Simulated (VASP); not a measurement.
# CdS in VASP: notebook

CdS is run at these levels: PBEsol; tasks: single point.

Everything below comes from runs of VASP 6.6.1. Logs are shortened: lines on timing, memory, paths and dates and some standing lists are left out, and cuts for length are marked.

## (1) The cell of the first run

The cell holds a slab with vacuum, 8 atoms: a = 4.118 Å, b = 4.118 Å, c = 25.192 Å, α = 90.00°, β = 90.00°, γ = 90.00°.

## (2) Single point, PBEsol

INCAR reads:

```
ALGO = Normal
DIPOL = 0.5 0.5 0.500
EDIFF = 1E-6
ENCUT = 520
GGA = PS
IDIPOL = 3
ISIF = 2
ISMEAR = 0
LASPH = True
LCHARG = True
LDIPOL = True
LELF = True
LREAL = False
LVACPOTAV = True
LVHAR = True
LWAVE = False
NBANDS = 46
NELM = 80
PREC = Accurate
SIGMA = 0.05
```

KPOINTS reads:

```
k-points
0
Gamma
  7 7 1
```

POSCAR reads:

```
CdS
1.0
    4.1183285457      0.0000000000      0.0000000000
    0.0000000000      4.1183285457      0.0000000000
    0.0000000000      0.0000000000     25.1923431464
S Cd
4 4
Direct
    0.0000000000      0.5000000000      0.2977095047
    0.5000000000      0.0000000000      0.4133040734
    0.0000000000      0.5000000000      0.5288986422
    0.5000000000      0.0000000000      0.6444932109
    0.5000000000      0.5000000000      0.3555067891
    0.0000000000      0.0000000000      0.4711013578
    0.5000000000      0.5000000000      0.5866959266
    0.0000000000      0.0000000000      0.7022904953
```

Potentials or basis: VASP PAW PBE potentials, release 64 (S, Cd).

Command:

```bash
cat potpaw_PBE.64/S/POTCAR potpaw_PBE.64/Cd/POTCAR > POTCAR
mpirun -np 1 vasp_std > vasp.out
```

OUTCAR:

```text
EDIFF = 1E-6
   ENCUT = 520
   GGA = PS
   ISIF = 2
   ISMEAR = 0
   LASPH = True
   LREAL = False
   NELM = 80
   PREC = Accurate

 ion  position               nearest neighbor table
   1  0.000  0.500  0.298-   5 2.52   5 2.52
   2  0.500  0.000  0.413-   5 2.52   5 2.52   6 2.52   6 2.52
   3  0.000  0.500  0.529-   6 2.52   6 2.52   7 2.52   7 2.52
   4  0.500  0.000  0.644-   7 2.52   7 2.52   8 2.52   8 2.52
   5  0.500  0.500  0.356-   2 2.52   2 2.52   1 2.52   1 2.52
   6  0.000  0.000  0.471-   3 2.52   3 2.52   2 2.52   2 2.52
   7  0.500  0.500  0.587-   4 2.52   4 2.52   3 2.52   3 2.52
   8  0.000  0.000  0.702-   4 2.52   4 2.52

  LATTYP: Found a simple tetragonal cell.
 ALAT       =     4.1183285457
 C/A-ratio  =     6.1171280695

  Lattice vectors:

 A1 = (   4.1183285457,   0.0000000000,   0.0000000000)
 A2 = (   0.0000000000,   4.1183285457,   0.0000000000)
 A3 = (   0.0000000000,   0.0000000000,  25.1923431464)

Analysis of symmetry for initial positions (statically):
=====================================================================
 Subroutine PRICEL returns:
 Original cell was already a primitive cell.

 Routine SETGRP: Setting up the symmetry group for a
 simple tetragonal supercell.

 Subroutine GETGRP returns: Found  4 space group operations
 (whereof  4 operations were pure point group operations)
 out of a pool of 16 trial point group operations.

The static configuration has the point symmetry C_2v.

Analysis of symmetry for dynamics (positions and initial velocities):
=====================================================================
 Subroutine PRICEL returns:
 Original cell was already a primitive cell.

 Routine SETGRP: Setting up the symmetry group for a
 simple tetragonal supercell.

 Subroutine GETGRP returns: Found  4 space group operations
 (whereof  4 operations were pure point group operations)
 out of a pool of 16 trial point group operations.

The dynamic configuration has the point symmetry C_2v.

 Subroutine INISYM returns: Found  4 space group operations
 (whereof  4 operations are pure point group operations),
 and found     1 'primitive' translations

----------------------------------------------------------------------------------------

                                     Primitive cell

  volume of cell :     427.2780

  direct lattice vectors                    reciprocal lattice vectors
     4.118328546  0.000000000  0.000000000     0.242816956  0.000000000  0.000000000
     0.000000000  4.118328546  0.000000000     0.000000000  0.242816956  0.000000000
     0.000000000  0.000000000 25.192343146     0.000000000  0.000000000  0.039694601

  length of vectors
     4.118328546  4.118328546 25.192343146     0.242816956  0.242816956  0.039694601

  position of ions in fractional coordinates (direct lattice)
     0.000000000  0.500000000  0.297709505
     0.500000000  0.000000000  0.413304073
     0.000000000  0.500000000  0.528898642
     0.500000000  0.000000000  0.644493211
     0.500000000  0.500000000  0.355506789
     0.000000000  0.000000000  0.471101358
     0.500000000  0.500000000  0.586695927
     0.000000000  0.000000000  0.702290495

  ion indices of the primitive-cell ions
   primitive index   ion index
                 1           1
                 2           2
                 3           3
                 4           4
                 5           5
                 6           6
                 7           7
                 8           8

----------------------------------------------------------------------------------------

 KPOINTS: k-points

Automatic generation of k-mesh.
 Grid dimensions read from file:
 generate k-points for:    7    7    1

 Generating k-lattice:

  Cartesian coordinates                     Fractional coordinates (reciprocal lattice)
     0.034688137  0.000000000  0.000000000     0.142857143  0.000000000  0.000000000
     0.000000000  0.034688137  0.000000000     0.000000000  0.142857143  0.000000000
     0.000000000  0.000000000  0.039694601     0.000000000  0.000000000  1.000000000

  Length of vectors
     0.034688137  0.034688137  0.039694601

  Shift w.r.t. Gamma in fractional coordinates (k-lattice)
     0.000000000  0.000000000  0.000000000

 Subroutine IBZKPT returns following result:
 ===========================================

 Found     16 irreducible k-points:

 Following reciprocal coordinates:
            Coordinates               Weight
  0.000000  0.000000  0.000000      1.000000
  0.142857  0.000000  0.000000      2.000000
  0.000000  0.142857  0.000000      2.000000
  0.285714  0.000000  0.000000      2.000000
  0.000000  0.285714  0.000000      2.000000
  0.428571  0.000000  0.000000      2.000000
[... 8 lines left out ...]
 -0.285714  0.428571  0.000000      4.000000
  0.428571  0.428571  0.000000      4.000000
   k-points           NKPTS =     16   k-points in BZ     NKDIM =     16   number of bands    NBANDS=     46
   number of dos      NEDOS =    301   number of ions     NIONS =      8
   total plane-waves  NPLWV = 196608
   dimension x,y,z NGX =    32 NGY =   32 NGZ =  192
   dimension x,y,z NGXF=    64 NGYF=   64 NGZF=  384
   ions per type =               4   4
   NGX,Y,Z   is equivalent  to a cutoff of  12.92, 12.92, 12.67 a.u.
   NGXF,Y,Z  is equivalent  to a cutoff of  25.84, 25.84, 25.34 a.u.
 SYSTEM =  unknown system
   PREC   = accura    normal or accurate (medium, high low for compatibility)
   ISTART =      0    job   : 0-new  1-cont  2-samecut
   ICHARG =      2    charge: 1-file 2-atom 10-const
   ISPIN  =      1    spin polarized calculation?
   LNONCOLLINEAR =      F non collinear calculations
   LSORBIT =      F    spin-orbit coupling
   LASPH  =      T    aspherical Exc in radial PAW
   ENCUT  =  520.0 eV  38.22 Ry    6.18 a.u.   7.66  7.66 46.84*2*pi/ulx,y,z
   NELM   =     80;   NELMIN=  2; NELMDL= -5     # of ELM steps
   EDIFF  = 0.1E-05   stopping-criterion for ELM
   LREAL  =      F    real-space projection
   EDIFFG = 0.1E-04   stopping-criterion for IOM
   NSW    =      0    number of steps for IOM
   IBRION =     -1    ionic relax: 0-MD 1-quasi-New 2-CG
   NFREE  =      0    steps in history (QN), initial steepest desc. (CG)
   ISIF   =      2    stress and relaxation
   ISYM   =      2    0-nonsym 1-usesym 2-fastsym
   POTIM  = 0.5000    time-step for ionic-motion
   TEBEG  =    0.0;   TEEND  =   0.0 temperature during run
   PSTRESS=    0.0 pullay stress
   NELECT =      72.0000    total number of electrons
   NUPDOWN=      -1.0000    fix difference up-down
   EMIN   =  10.00;   EMAX   =-10.00  energy-range for DOS
   EFERMI =   0.00;   METHOD = LEGACY
   ISMEAR =     0;   SIGMA  =   0.05  broadening in eV -4-tet -1-fermi 0-gaus
   EFERMI_NEDOS =   21; number of points for ismear=-14 and -15
   IALGO  =     38    algorithm
   IMIX   =      4    mixing-type and parameters
     AMIX     =   0.40;   BMIX     =  1.00
     AMIX_MAG =   1.60;   BMIX_MAG =  1.00
  volume/ion in A,a.u.               =      53.41       360.43
  Fermi-wavevector in a.u.,A,eV,Ry     =   0.904237  1.708760 11.124723  0.817644
  Thomas-Fermi vector in A             =   2.027659
   LORBIT       =      0    0 simple, 1 ext, 2 COOP (PROOUT), +10 PAW based schemes
   GGA     = PS    functional components
   LHFCALC =     F    Hartree Fock is set to
   AEXX    =    0.0000 exact exchange contribution
   IVDW    =     0    specifies the selected vdW correction
   LEPSILON=     F    determine dielectric tensor
   LRPA    =     F    only Hartree local field effects (RPA)
 non-spin polarized calculation
 Gauss-broadening in eV      SIGMA  =   0.05
  energy-cutoff  :      520.00
  volume of cell :      427.28
 maximum number of plane-waves:     11533
 NGX is ok and might be reduce to    32
   NGX = 15   NGY = 15   NGZ = 93

 dipolmoment           0.000000      0.000000      0.000018 electrons x Angstroem

 number of electron      71.9999973 magnetization

 dipolmoment           0.000000      0.000000     -0.280098 electrons x Angstroem

 Free energy of the ion-electron system (eV)
  ---------------------------------------------------
  ext. energy  EPLUGINS =         0.00000000
  ---------------------------------------------------
  free energy    TOTEN  =       -23.60181831 eV

  energy without entropy =      -23.59106916  energy(sigma->0) =      -23.59644374

 E-fermi :  -2.2236     XC(G=0):  -5.0085

 val. band max:       -2.2262778880   @ k =   0.4286   0.1429   0.0000
 cond. band min:      -2.2079134654   @ k =   0.0000   0.1429   0.0000
 fundamental gap:      0.0183644226
 Fermi energy:        -2.2236389715

 k-point     1 :       0.0000    0.0000    0.0000
  band No.  band energies     occupation
      1     -15.6634      2.00000
      2     -15.0080      2.00000
      3     -14.4276      2.00000
      4     -13.2157      2.00000
      5     -11.1330      2.00000
      6     -11.0803      2.00000
[... 38 lines left out ...]
     45       3.2096      0.00000
     46       3.2247      0.00000

 k-point     2 :       0.1429    0.0000    0.0000
  band No.  band energies     occupation
      1     -15.6293      2.00000
      2     -14.9796      2.00000
      3     -14.4036      2.00000
      4     -13.1916      2.00000
      5     -11.1117      2.00000
      6     -11.0428      2.00000
[... 38 lines left out ...]
     45       2.9617      0.00000
     46       3.2779      0.00000

 k-point     3 :       0.0000    0.1429    0.0000
  band No.  band energies     occupation
      1     -15.6288      2.00000
      2     -14.9797      2.00000
      3     -14.4040      2.00000
      4     -13.1982      2.00000
      5     -11.1308      2.00000
      6     -11.0648      2.00000
[... 38 lines left out ...]
     45       2.6789      0.00000
     46       3.6257      0.00000

 k-point     4 :       0.2857    0.0000    0.0000
  band No.  band energies     occupation
      1     -15.5520      2.00000
      2     -14.9152      2.00000
      3     -14.3494      2.00000
      4     -13.1376      2.00000
      5     -11.0541      2.00000
      6     -10.9728      2.00000
[... 528 lines left out ...]
     45       3.4056      0.00000
     46       3.6601      0.00000

 k-point    15 :      -0.2857    0.4286    0.0000
  band No.  band energies     occupation
      1     -15.4029      2.00000
      2     -14.7782      2.00000
      3     -14.2229      2.00000
      4     -13.0406      2.00000
      5     -11.0299      2.00000
      6     -10.9232      2.00000
[... 38 lines left out ...]
     45       3.1894      0.00000
     46       3.6250      0.00000

 k-point    16 :       0.4286    0.4286    0.0000
  band No.  band energies     occupation
      1     -15.3563      2.00000
      2     -14.7316      2.00000
      3     -14.1769      2.00000
      4     -12.9953      2.00000
      5     -10.9532      2.00000
      6     -10.9437      2.00000
[... 38 lines left out ...]
     45       3.2137      0.00000
     46       3.6886      0.00000

------------------------ aborting loop because EDIFF is reached ----------------------------------------

  FORCE on cell =-STRESS in cart. coord.  units (eV):
  Direction    XX          YY          ZZ          XY          YZ          ZX
  --------------------------------------------------------------------------------------
  -------------------------------------------------------------------------------------
  Total       -1.1626383     -0.6184568      0.4053064      0.0000000      0.0000000      0.0000000
  in kB       -4.3595801     -2.3190461      1.5197898      0.0000000      0.0000000      0.0000000
  external PRESSURE =      -1.7196121 kB  Pullay stress =       0.0000000 kB

 VOLUME and BASIS-vectors are now :
 -----------------------------------------------------------------------------
  energy-cutoff  :      520.00
  volume of cell :      427.28
      direct lattice vectors                 reciprocal lattice vectors
     4.118328546  0.000000000  0.000000000     0.242816956  0.000000000  0.000000000
     0.000000000  4.118328546  0.000000000     0.000000000  0.242816956  0.000000000
     0.000000000  0.000000000 25.192343146     0.000000000  0.000000000  0.039694601

 POSITION                                       TOTAL-FORCE (eV/Angst)
 -----------------------------------------------------------------------------------
      0.00000      2.05916      7.50000         0.000000      0.000000      0.325108
      2.05916      0.00000     10.41210         0.000000      0.000000      0.480247
      0.00000      2.05916     13.32420         0.000000      0.000000      0.379460
      2.05916      0.00000     16.23629         0.000000      0.000000      0.323732
      2.05916      2.05916      8.95605         0.000000      0.000000     -0.636805
      0.00000      0.00000     11.86815         0.000000      0.000000     -0.419479
      2.05916      2.05916     14.78025         0.000000      0.000000     -0.466199
      0.00000      0.00000     17.69234         0.000000      0.000000      0.013936
 -----------------------------------------------------------------------------------
    total drift:                                0.000000     -0.000000      0.000495

  FREE ENERGIE OF THE ION-ELECTRON SYSTEM (eV)
  ---------------------------------------------------
  free  energy   TOTEN  =       -23.6018183082 eV

  energy  without entropy=      -23.5910691642  energy(sigma->0) =      -23.59644374

 vacuum level on the upper side and lower side of the slab         1.955         4.944
```

It took 14 min on 1 thread of Intel Xeon Platinum 8259CL at 2.50GHz (Skylake/Cascade Lake), shared host; peak memory 0.57 GiB.

What came out:

* Free energy: -23.6018 eV
* Largest force: 0.637 eV/Å
* Band gap on the k mesh: zero (bands 36 and 37 overlap by 0.08 eV)

Forces on the atoms (eV/Å):
```
S    0.000  0.000  0.325
S    0.000  0.000  0.480
S    0.000  0.000  0.379
S    0.000  0.000  0.324
Cd   0.000  0.000 -0.637
Cd   0.000  0.000 -0.419
Cd   0.000  0.000 -0.466
Cd   0.000  0.000  0.014
```

Caveat: the PAW data sets were made with another functional, which shifts forces and pressure a little.

## (3) Single point, PBEsol

INCAR reads:

```
SYSTEM = CdS
PREC     = Accurate       ! precision mode
ENCUT    = 520            ! plane-wave cutoff, eV
EDIFF    = 1E-6           ! SCF threshold, eV
ISMEAR   = 0              ! smearing method
SIGMA    = 0.05           ! smearing width, eV
LREAL    = .False.        ! projectors in reciprocal space
LASPH    = .True.         ! aspherical terms in the spheres
NELM     = 80             ! most SCF steps
ALGO     = Normal         ! electronic algorithm
ISIF     = 2              ! what is computed and relaxed
LWAVE    = .False.        ! write WAVECAR
LCHARG   = .False.        ! write CHGCAR
LDIPOL   = .True.       
IDIPOL   = 3            
DIPOL    = 0.5 0.5 0.500
GGA      = PS             ! functional
NBANDS   = 46             ! bands
```

KPOINTS reads:

```
regular mesh
0
Gamma
  7 7 1
  0 0 0
```

POSCAR reads:

```
CdS
1.0
    4.1183285457      0.0000000000      0.0000000000
    0.0000000000      4.1183285457      0.0000000000
    0.0000000000      0.0000000000     25.1923431464
S Cd
4 4
Direct
    0.0000000000      0.5000000000      0.2996771944
    0.5000000000      0.0000000000      0.4146167018
    0.0000000000      0.5000000000      0.5303254904
    0.5000000000      0.0000000000      0.6472789078
    0.5000000000      0.5000000000      0.3521001781
    0.0000000000      0.0000000000      0.4685968094
    0.5000000000      0.5000000000      0.5847379235
    0.0000000000      0.0000000000      0.7026667946
```

Potentials or basis: VASP PAW PBE potentials, release 64 (S, Cd).

Command:

```bash
cat potpaw_PBE.64/S/POTCAR potpaw_PBE.64/Cd/POTCAR > POTCAR
mpirun -np 1 vasp_std > vasp.out
```

Wall time 12 min (1 thread of Intel Xeon Platinum 8259CL at 2.50GHz (Skylake/Cascade Lake), shared host); peak memory 0.57 GiB.

The run converged. Its results:

* Free energy: -23.6838 eV
* Largest force: 0.056 eV/Å

Forces in eV/Å, atoms in the order of the input:
```
S    0.000  0.000 -0.056
S    0.000  0.000 -0.013
S    0.000  0.000 -0.011
S    0.000  0.000 -0.012
Cd   0.000  0.000  0.016
Cd   0.000  0.000  0.013
Cd   0.000  0.000  0.013
Cd   0.000  0.000  0.051
```

Levels at points of the mesh, in eV from the Fermi level:
```tsv
k point	band 33	band 34	band 35	band 36	band 37	band 38	band 39	band 40
(0.00, 0.00, 0.00)	-0.91	-0.85	-0.03	-0.02	0.21	1.63	2.33	3.07
```

Caveat: the PAW data sets were made with another functional, which shifts forces and pressure a little.
